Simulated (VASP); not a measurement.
NaP2:

```
Na P
1.0
     5.71812    0.00000    0.00000
    -2.85906    4.95204    0.00000
     0.00000    0.00000    7.73757
Na P
3 6
Direct
  0.38786 0.00000 0.33333
  0.00000 0.38786 0.66667
  0.61214 0.61214 0.00000
  0.98741 0.21777 0.30447
  0.78223 0.76964 0.63780
  0.23036 0.01259 0.97114
  0.21777 0.98741 0.69553
  0.76964 0.78223 0.36220
  0.01259 0.23036 0.02886
```

* Program: VASP 6.6.1
* Task: relaxation of cell and atoms
* Functional: PBE
* Potentials or basis: VASP PAW PBE potentials, release 64 (Na_pv, P)
* Cutoff: 600 eV
* k mesh: 6 × 6 × 2
* Occupations: gaussian, width 0.1 eV
* Spin: no spin polarisation

At the start: pressure -0.1 GPa; volume 24.34 Å³/atom.

Problem. How do energy, volume and symmetry change on relaxing?

Solution. Over 13 steps the energy falls by 2.8 meV/atom and the volume is 23.70 Å³/atom (-2.7 %); space group P3_121 (No. 152, to 0.1 Å) before and after.

The path:
```
step  energy change (eV)  largest force (eV/Å)  pressure (GPa)  volume (Å³)
   1              0.0000                0.0905           -0.11       219.10
   2             -0.0040                0.1035           -0.16       218.57
   3             -0.0043                0.1337           -0.18       218.39
   4             -0.0076                0.1271           -0.09       217.63
   5             -0.0144                0.1336            0.18       215.36
   6             -0.0132                0.2239            0.75       210.84
   7             -0.0164                0.1670            0.43       213.34
   8             -0.0191                0.1281            0.34       213.17
   9             -0.0230                0.0706            0.08       212.66
  10             -0.0231                0.0735            0.04       212.58
  11             -0.0234                0.0689            0.03       212.65
  12             -0.0242                0.0560           -0.01       212.86
  13             -0.0251                0.0316           -0.06       213.28
```

Final structure:
```cif
data_structure
_symmetry_space_group_name_H-M 'P 1'
_symmetry_Int_Tables_number 1
_cell_length_a 5.6031
_cell_length_b 5.6031
_cell_length_c 7.8444
_cell_angle_alpha 90.000
_cell_angle_beta 90.000
_cell_angle_gamma 120.000
_cell_volume 213.28
loop_
_atom_site_label
_atom_site_type_symbol
_atom_site_fract_x
_atom_site_fract_y
_atom_site_fract_z
_atom_site_occupancy
Na1 Na 0.39006 0.00000 0.33333 1
Na2 Na 0.00000 0.39006 0.66667 1
Na3 Na 0.60994 0.60994 0.00000 1
P1 P 0.99763 0.22221 0.30347 1
P2 P 0.77779 0.77542 0.63681 1
P3 P 0.22458 0.00237 0.97014 1
P4 P 0.22221 0.99763 0.69653 1
P5 P 0.77542 0.77779 0.36319 1
P6 P 0.00237 0.22458 0.02986 1
```

Caveat: the k points lie up to 0.40 Å⁻¹ apart in the final cell, too coarse for converged energies and pressures of a metal.
